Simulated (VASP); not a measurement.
# TiAl3 (Pmm2) in VASP: single point with PBEsol

Aim: the single point of TiAl3 with PBEsol.

All numbers are computed with VASP 6.6.1; they aren't measurements. Logs are shortened: lines on timing, memory, paths and dates and some standing lists are left out, and cuts for length are marked.

## Step 1: The cell of the first run

It takes space group Pmm2 (No. 25, orthorhombic). The conventional cell has a = 3.956 Å, b = 3.956 Å, c = 3.956 Å, α = 90.00°, β = 90.00°, γ = 90.00°. Ti (site symmetry mm2) has 12 Al at 2.69 to 2.91 Å within 3.6 Å. Al (site symmetry mm2) has 4 Ti at 2.80 Å and 8 Al at 2.80 Å within 3.7 Å. Al (site symmetry mm2) has 4 Ti at 2.69 to 2.91 Å and 8 Al at 2.69 to 2.91 Å within 3.6 Å. Al (site symmetry mm2) has 8 Al at 2.69 to 2.91 Å and 4 Ti at 2.80 Å within 3.6 Å.

## Step 2: Single point, PBEsol (one atom moved)

Input file INCAR:

```
SYSTEM = TiAl3
ALGO = Fast
EDIFF = 1E-6
ENCUT = 520
GGA = PS
ISIF = 2
ISMEAR = 0
LASPH = .True.
LCHARG = .False.
LREAL = .False.
LWAVE = .False.
NBANDS = 18
NELM = 100
PREC = Accurate
SIGMA = 0.1
```

Input file KPOINTS:

```
k-points
0
Gamma
  10 10 10
  0 0 0
```

Input file POSCAR:

```
TiAl3
1.0
    3.9556712500      0.0000000000      0.0000000000
    0.0000000000      3.9556712500      0.0000000000
    0.0000000000      0.0000000000      3.9556712500
Ti Al
1 3
Direct
    0.0000000000      0.0000000000      0.0000000000
    0.5000000000      0.5000000000      0.0000000000
    0.5379202392      0.0000000000      0.5000000000
    0.0000000000      0.5000000000      0.5000000000
```

Potentials or basis: VASP PAW PBE potentials, release 64 (Ti_sv, Al).

Launch:

```sh
$ cat potpaw_PBE.64/Ti_sv/POTCAR potpaw_PBE.64/Al/POTCAR > POTCAR
$ mpirun -np 1 vasp_std > vasp.out
```

OUTCAR:

```text
SYSTEM = TiAl3
   EDIFF = 1E-6
   ENCUT = 520
   GGA = PS
   ISIF = 2
   ISMEAR = 0
   LASPH = .True.
   LREAL = .False.
   NELM = 100
   PREC = Accurate

 ion  position               nearest neighbor table
   1  0.000  0.000  0.000-   3 2.69   3 2.69   4 2.80   2 2.80   4 2.80   2 2.80   4 2.80   4 2.80
                             2 2.80   2 2.80   3 2.91   3 2.91
   2  0.500  0.500  0.000-   1 2.80   4 2.80   4 2.80   1 2.80   1 2.80   4 2.80   4 2.80   1 2.80
                             3 2.80   3 2.80   3 2.80   3 2.80
   3  0.538  0.000  0.500-   1 2.69   4 2.69   1 2.69   4 2.69   2 2.80   2 2.80   2 2.80   2 2.80
                             1 2.91   4 2.91   1 2.91   4 2.91
   4  0.000  0.500  0.500-   3 2.69   3 2.69   1 2.80   1 2.80   2 2.80   1 2.80   2 2.80   1 2.80
                             2 2.80   2 2.80   3 2.91   3 2.91

  LATTYP: Found a simple cubic cell.
 ALAT       =     3.9556712500

  Lattice vectors:

 A1 = (   3.9556712500,   0.0000000000,   0.0000000000)
 A2 = (   0.0000000000,   3.9556712500,   0.0000000000)
 A3 = (   0.0000000000,   0.0000000000,   3.9556712500)

Analysis of symmetry for initial positions (statically):
=====================================================================
 Subroutine PRICEL returns:
 Original cell was already a primitive cell.

 Routine SETGRP: Setting up the symmetry group for a
 simple cubic supercell.

 Subroutine GETGRP returns: Found  4 space group operations
 (whereof  4 operations were pure point group operations)
 out of a pool of 48 trial point group operations.

The static configuration has the point symmetry C_2v.

Analysis of symmetry for dynamics (positions and initial velocities):
=====================================================================
 Subroutine PRICEL returns:
 Original cell was already a primitive cell.

 Routine SETGRP: Setting up the symmetry group for a
 simple cubic supercell.

 Subroutine GETGRP returns: Found  4 space group operations
 (whereof  4 operations were pure point group operations)
 out of a pool of 48 trial point group operations.

The dynamic configuration has the point symmetry C_2v.

 Subroutine INISYM returns: Found  4 space group operations
 (whereof  4 operations are pure point group operations),
 and found     1 'primitive' translations

----------------------------------------------------------------------------------------

                                     Primitive cell

  volume of cell :      61.8957

  direct lattice vectors                    reciprocal lattice vectors
     3.955671250  0.000000000  0.000000000     0.252801595  0.000000000  0.000000000
     0.000000000  3.955671250  0.000000000     0.000000000  0.252801595  0.000000000
     0.000000000  0.000000000  3.955671250     0.000000000  0.000000000  0.252801595

  length of vectors
     3.955671250  3.955671250  3.955671250     0.252801595  0.252801595  0.252801595

  position of ions in fractional coordinates (direct lattice)
     0.000000000  0.000000000  0.000000000
     0.500000000  0.500000000  0.000000000
     0.537920239  0.000000000  0.500000000
     0.000000000  0.500000000  0.500000000

  ion indices of the primitive-cell ions
   primitive index   ion index
                 1           1
                 2           2
                 3           3
                 4           4

----------------------------------------------------------------------------------------

 KPOINTS: k-points

Automatic generation of k-mesh.
 Grid dimensions read from file:
 generate k-points for:   10   10   10

 Generating k-lattice:

  Cartesian coordinates                     Fractional coordinates (reciprocal lattice)
     0.025280159  0.000000000  0.000000000     0.100000000  0.000000000  0.000000000
     0.000000000  0.025280159  0.000000000     0.000000000  0.100000000  0.000000000
     0.000000000  0.000000000  0.025280159     0.000000000  0.000000000  0.100000000

  Length of vectors
     0.025280159  0.025280159  0.025280159

  Shift w.r.t. Gamma in fractional coordinates (k-lattice)
     0.000000000  0.000000000  0.000000000

 Subroutine IBZKPT returns following result:
 ===========================================

 Found    216 irreducible k-points:

 Following reciprocal coordinates:
            Coordinates               Weight
  0.000000  0.000000  0.000000      1.000000
  0.100000  0.000000  0.000000      2.000000
  0.000000  0.100000  0.000000      2.000000
  0.000000  0.000000  0.100000      2.000000
  0.200000  0.000000  0.000000      2.000000
  0.000000  0.200000  0.000000      2.000000
[... 16 lines left out ...]
 -0.100000  0.200000  0.000000      4.000000
 -0.200000  0.000000  0.100000      4.000000
 [... further k-points ...]
   k-points           NKPTS =    216   k-points in BZ     NKDIM =    216   number of bands    NBANDS=     18
   number of dos      NEDOS =    301   number of ions     NIONS =      4
   total plane-waves  NPLWV =  27000
   dimension x,y,z NGX =    30 NGY =   30 NGZ =   30
   dimension x,y,z NGXF=    60 NGYF=   60 NGZF=   60
   ions per type =               1   3
   NGX,Y,Z   is equivalent  to a cutoff of  12.61, 12.61, 12.61 a.u.
   NGXF,Y,Z  is equivalent  to a cutoff of  25.22, 25.22, 25.22 a.u.
 SYSTEM =  TiAl3
   PREC   = accura    normal or accurate (medium, high low for compatibility)
   ISTART =      0    job   : 0-new  1-cont  2-samecut
   ICHARG =      2    charge: 1-file 2-atom 10-const
   ISPIN  =      1    spin polarized calculation?
   LNONCOLLINEAR =      F non collinear calculations
   LSORBIT =      F    spin-orbit coupling
   LASPH  =      T    aspherical Exc in radial PAW
   ENCUT  =  520.0 eV  38.22 Ry    6.18 a.u.   7.35  7.35  7.35*2*pi/ulx,y,z
   NELM   =    100;   NELMIN=  2; NELMDL= -5     # of ELM steps
   EDIFF  = 0.1E-05   stopping-criterion for ELM
   LREAL  =      F    real-space projection
   EDIFFG = 0.1E-04   stopping-criterion for IOM
   NSW    =      0    number of steps for IOM
   IBRION =     -1    ionic relax: 0-MD 1-quasi-New 2-CG
   NFREE  =      0    steps in history (QN), initial steepest desc. (CG)
   ISIF   =      2    stress and relaxation
   ISYM   =      2    0-nonsym 1-usesym 2-fastsym
   POTIM  = 0.5000    time-step for ionic-motion
   TEBEG  =    0.0;   TEEND  =   0.0 temperature during run
   PSTRESS=    0.0 pullay stress
   NELECT =      21.0000    total number of electrons
   NUPDOWN=      -1.0000    fix difference up-down
   EMIN   =  10.00;   EMAX   =-10.00  energy-range for DOS
   EFERMI =   0.00;   METHOD = LEGACY
   ISMEAR =     0;   SIGMA  =   0.10  broadening in eV -4-tet -1-fermi 0-gaus
   EFERMI_NEDOS =   21; number of points for ismear=-14 and -15
   IALGO  =     68    algorithm
   IMIX   =      4    mixing-type and parameters
     AMIX     =   0.40;   BMIX     =  1.00
     AMIX_MAG =   1.60;   BMIX_MAG =  1.00
  volume/ion in A,a.u.               =      15.47       104.42
  Fermi-wavevector in a.u.,A,eV,Ry     =   1.141811  2.157711 17.738371  1.303733
  Thomas-Fermi vector in A             =   2.278511
   LORBIT       =      0    0 simple, 1 ext, 2 COOP (PROOUT), +10 PAW based schemes
   GGA     = PS    functional components
   LHFCALC =     F    Hartree Fock is set to
   AEXX    =    0.0000 exact exchange contribution
   IVDW    =     0    specifies the selected vdW correction
   LEPSILON=     F    determine dielectric tensor
   LRPA    =     F    only Hartree local field effects (RPA)
 non-spin polarized calculation
 RMM-DIIS sequential band-by-band and
 Gauss-broadening in eV      SIGMA  =   0.10
  energy-cutoff  :      520.00
  volume of cell :       61.90
 maximum number of plane-waves:      1743
 NGX is ok and might be reduce to    30
   NGX = 15   NGY = 15   NGZ = 15

 number of electron      20.9999997 magnetization

 Free energy of the ion-electron system (eV)
  ---------------------------------------------------
  ext. energy  EPLUGINS =         0.00000000
  ---------------------------------------------------
  free energy    TOTEN  =       -22.04404270 eV

  energy without entropy =      -22.03306421  energy(sigma->0) =      -22.03855345

 E-fermi :   9.0632     XC(G=0): -10.9116

 val. band max:        9.0622958308   @ k =   0.4000   0.4000   0.1000
 cond. band min:       9.0651422571   @ k =   0.1000   0.1000   0.1000
 fundamental gap:      0.0028464263
 Fermi energy:         9.0632409316

 k-point     1 :       0.0000    0.0000    0.0000
  band No.  band energies     occupation
      1     -47.6651      2.00000
      2     -24.0754      2.00000
      3     -24.0740      2.00000
      4     -24.0724      2.00000
      5      -1.7788      2.00000
      6       5.8741      2.00000
[... 10 lines left out ...]
     17      14.6867      0.00000
     18      14.7929      0.00000

 k-point     2 :       0.1000    0.0000    0.0000
  band No.  band energies     occupation
      1     -47.6650      2.00000
      2     -24.0759      2.00000
      3     -24.0752      2.00000
      4     -24.0722      2.00000
      5      -1.6817      2.00000
      6       5.1845      2.00000
[... 10 lines left out ...]
     17      14.5587      0.00000
     18      14.6374      0.00000

 k-point     3 :       0.0000    0.1000    0.0000
  band No.  band energies     occupation
      1     -47.6650      2.00000
      2     -24.0773      2.00000
      3     -24.0738      2.00000
      4     -24.0722      2.00000
      5      -1.6815      2.00000
      6       5.1954      2.00000
[... 10 lines left out ...]
     17      14.6287      0.00000
     18      14.6762      0.00000

 k-point     4 :       0.0000    0.0000    0.1000
  band No.  band energies     occupation
      1     -47.6650      2.00000
      2     -24.0752      2.00000
      3     -24.0743      2.00000
      4     -24.0737      2.00000
      5      -1.6815      2.00000
      6       5.1753      2.00000
[... 375 lines left out ...]
      4     -24.0747      2.00000
      5      -1.2971      2.00000
      6       4.0654      2.00000
[... 10 lines left out ...]
     17      13.9667      0.00000
     18      14.0062      0.00000

 k-point    23 :      -0.1000    0.2000    0.0000
  band No.  band energies     occupation
      1     -47.6648      2.00000
      2     -24.0823      2.00000
      3     -24.0753      2.00000
      4     -24.0717      2.00000
      5      -1.2971      2.00000
      6       4.0728      2.00000
[... 10 lines left out ...]
     17      13.9934      0.00000
     18      14.0417      0.00000

 k-point    24 :      -0.2000    0.0000    0.1000
  band No.  band energies     occupation
      1     -47.6648      2.00000
      2     -24.0809      2.00000
      3     -24.0747      2.00000
      4     -24.0738      2.00000
      5      -1.2977      2.00000
      6       4.0699      2.00000
[... 10 lines left out ...]
     17      13.9403      0.00000
     18      13.9950      0.00000

 [... further k-points ...]
[... 5 lines left out ...]
  --------------------------------------------------------------------------------------
  -------------------------------------------------------------------------------------
  Total       -0.0249361     -0.0839354     -0.0132056      0.0000000      0.0000000      0.0000000
  in kB       -0.6454745     -2.1726771     -0.3418295      0.0000000      0.0000000      0.0000000
  external PRESSURE =      -1.0533270 kB  Pullay stress =       0.0000000 kB

 VOLUME and BASIS-vectors are now :
 -----------------------------------------------------------------------------
  energy-cutoff  :      520.00
  volume of cell :       61.90
      direct lattice vectors                 reciprocal lattice vectors
     3.955671250  0.000000000  0.000000000     0.252801595  0.000000000  0.000000000
     0.000000000  3.955671250  0.000000000     0.000000000  0.252801595  0.000000000
     0.000000000  0.000000000  3.955671250     0.000000000  0.000000000  0.252801595

 POSITION                                       TOTAL-FORCE (eV/Angst)
 -----------------------------------------------------------------------------------
      0.00000      0.00000      0.00000         0.605973      0.000000      0.000000
      1.97784      1.97784      0.00000         0.053198      0.000000      0.000000
      2.12784      0.00000      1.97784        -1.099715      0.000000      0.000000
      0.00000      1.97784      1.97784         0.440543      0.000000      0.000000
 -----------------------------------------------------------------------------------
    total drift:                               -0.000642     -0.000000     -0.000000

  FREE ENERGIE OF THE ION-ELECTRON SYSTEM (eV)
  ---------------------------------------------------
  free  energy   TOTEN  =       -22.0440426977 eV

  energy  without entropy=      -22.0330642092  energy(sigma->0) =      -22.03855345
```

It took 6.2 min on 1 thread of Intel Xeon 6975P-C, shared host; peak memory 0.34 GiB.

What came out:

- Free energy: -22.0440 eV
- Pressure: -0.1 GPa
- Largest force: 1.100 eV/Å

Forces on the atoms (eV/Å):
```
Ti   0.606  0.000  0.000
Al   0.053  0.000  0.000
Al  -1.100  0.000  0.000
Al   0.441  0.000  0.000
```

Stress tensor (GPa, compression positive):
```
-0.06  0.00  0.00
 0.00 -0.22  0.00
 0.00  0.00 -0.03
```

Levels at points of the mesh, in eV from the Fermi level:
| k point | band 6 | band 7 | band 8 | band 9 | band 10 | band 11 | band 12 | band 13 | band 14 | band 15 |
| --- | --- | --- | --- | --- | --- | --- | --- | --- | --- | --- |
| (0.00, 0.00, 0.00) | -3.19 | -3.12 | -2.20 | -2.19 | -2.13 | 0.12 | 0.13 | 0.14 | 0.66 | 4.04 |
| (0.50, 0.00, 0.00) | -8.00 | -2.29 | -2.29 | -2.25 | 0.37 | 0.68 | 0.72 | 0.88 | 1.04 | 1.35 |
| (0.00, 0.50, 0.00) | -8.02 | -2.29 | -2.29 | -2.26 | 0.23 | 0.79 | 0.89 | 0.92 | 1.00 | 1.30 |
| (0.00, 0.00, 0.50) | -8.02 | -2.31 | -2.27 | -2.21 | 0.36 | 0.67 | 0.75 | 0.95 | 0.96 | 1.31 |
| (0.50, 0.50, 0.00) | -6.17 | -6.15 | -5.05 | -1.30 | -1.29 | 0.61 | 0.84 | 1.10 | 1.12 | 3.51 |
| (0.00, 0.50, 0.50) | -6.16 | -6.15 | -5.05 | -1.29 | -1.25 | 0.61 | 0.83 | 1.08 | 1.10 | 3.40 |
| (0.50, 0.00, 0.50) | -6.14 | -6.12 | -5.07 | -1.33 | -1.28 | 0.60 | 0.82 | 1.11 | 1.13 | 3.54 |
| (0.50, 0.50, 0.50) | -5.20 | -5.17 | -4.87 | -3.53 | -3.51 | -3.50 | 0.14 | 1.17 | 1.18 | 2.76 |

Caveat: the cell differs from its parent crystal (one atom moved); the PAW data sets were made with another functional, which shifts forces and pressure a little.
